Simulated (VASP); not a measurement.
Wanted: the native input for a VASP 6.6.1 run.

- Task: single point
- Functional: PBEsol
- Potentials or basis: VASP PAW PBE potentials, release 64 (Hf_pv)
- Cutoff: 520 eV
- k mesh: 18 × 18 × 18
- Occupations: gaussian, width 0.15 eV
- Spin: no spin polarisation
- Dipole correction: no
- Further INCAR settings: ALGO = Fast; EDIFF = 1e-07; NBANDS = 11

The structure of Hf lies in POSCAR:

```
Hf
1.0
    0.0000000000      2.2200000000      2.0868000000
    2.2200000000      0.0000000000      2.0868000000
    2.2200000000      2.2200000000      0.0000000000
Hf
1
Direct
    0.0000000000      0.0000000000      0.0000000000
```

This cell differs from its parent crystal: strain -0.0600 x Voigt [0, 0, 1, 0, 0, 0].

One way to write it, as run:

INCAR

```
PREC = Accurate
ENCUT = 520
EDIFF = 1E-7
ISMEAR = 0
SIGMA = 0.15
LREAL = False
LASPH = True
NELM = 60
ALGO = Fast
ISIF = 2
LWAVE = False
LCHARG = False
GGA = PS
NBANDS = 11
```

KPOINTS

```
Automatic mesh
0
Gamma
  18 18 18
```

Potentials or basis: VASP PAW PBE potentials, release 64 (Hf_pv).

The run is started by

```sh
$ cat potpaw_PBE.64/Hf_pv/POTCAR > POTCAR
$ mpirun -np 1 vasp_std > vasp.out
```

Results of the run:

The pressure is 5.1 GPa and the band gap on the k mesh is zero (bands 5 and 6 overlap by 2.05 eV).

Caveat: the cell differs from its parent crystal (strain -0.0600 x Voigt [0, 0, 1, 0, 0, 0]); the cell stands under pressure; the PAW data sets were made with another functional, which shifts forces and pressure a little; spin-orbit coupling is left out, which moves the levels of the heavy elements.

It took 2.5 min on 1 thread of AMD EPYC 7R13, with other jobs on the host, peak memory 0.2 GiB.
